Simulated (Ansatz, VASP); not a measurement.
## Two plane-wave programs on NaCl

File POSCAR:

```
NaCl
1.0
    0.0000000000      2.8039804232      2.8039804232
    2.8039804232      0.0000000000      2.8039804232
    2.8039804232      2.8039804232      0.0000000000
Na Cl
1 1
Direct
    0.0000000000      0.0000000000      0.0000000000
    0.5000000000      0.5000000000      0.5000000000
```

The input INCAR.step1:

```
ALGO = Normal ; EDIFF = 1E-4
ENCUT = 600 ; GGA = PE
ISMEAR = 0 ; LASPH = True
LCHARG = False ; LREAL = False
LWAVE = True ; NELM = 80
PREC = Accurate ; SIGMA = 0.01
```

File INCAR.step2:

```
ALGO = Normal ; EDIFF = 1E-7
EDIFFG = -0.001 ; ENCUT = 600
IBRION = 2 ; ISIF = 3
ISMEAR = 0 ; ISTART = 1
LASPH = True ; LCHARG = False
LMIXTAU = True ; LREAL = False
LWAVE = False ; METAGGA = R2SCAN
NELM = 80 ; NSW = 80
PREC = Accurate ; SIGMA = 0.01
```

The input KPOINTS:

```
k-points
0
Gamma
  8 8 8
```

Input for Ansatz:

```yaml
crystal:
  lattice:
    - [0.0, 2.8039804232, 2.8039804232]
    - [2.8039804232, 0.0, 2.8039804232]
    - [2.8039804232, 2.8039804232, 0.0]
  atoms:
    - { symbol: Na, position: [0.0, 0.0, 0.0] }
    - { symbol: Cl, position: [0.5, 0.5, 0.5] }
basis:
  ecutwfc: 500
kpoints:
  mp_grid: { grid: [8, 8, 8] }
hamiltonian:
  xc: r2scan
scf:
  occupations: { method: fixed }
output:
  forces: true
  stress: true
  eigenvalues: true
relax:
  adjacent_minimum: "off"
  f_tol: 0.001
  max_steps: 60
  cell: { stress_tol: 0.01 }
```

Alike in both runs: task relaxation of cell and atoms; functional r2SCAN; k mesh 8 × 8 × 8; no spin polarisation.

|  | VASP | Ansatz |
| --- | --- | --- |
| version | VASP 6.6.1 | Ansatz 0.2.0 |
| potentials or method | VASP PAW PBE potentials, release 64 (Na_pv, Cl), cutoff 600 eV | scalar-relativistic, plane waves, PAW |
| occupations | gaussian, width 0.01 eV | fixed |
| valence electrons in the cell | 14 | 16 |

Ansatz gave:

| Item | Value |
| --- | --- |
| gap on the k mesh at the Fermi level, each at its own relaxed structure (eV) | 5.97 |
| relaxed volume (Å³/atom) | 22.05 |
| relaxed cell length with the largest relative difference (Å) | 3.965 |

Question: What did VASP give for the same quantities?

Answer: gap on the k mesh at the Fermi level, each at its own relaxed structure (eV): 6.02; relaxed volume (Å³/atom): 21.88; relaxed cell length with the largest relative difference (Å): 3.956.

VASP's potentials were made for PBE, not for r2SCAN. VASP's potentials hold 14 valence electrons a cell and Ansatz's 16, so a difference there can come from the potentials and not from the codes.
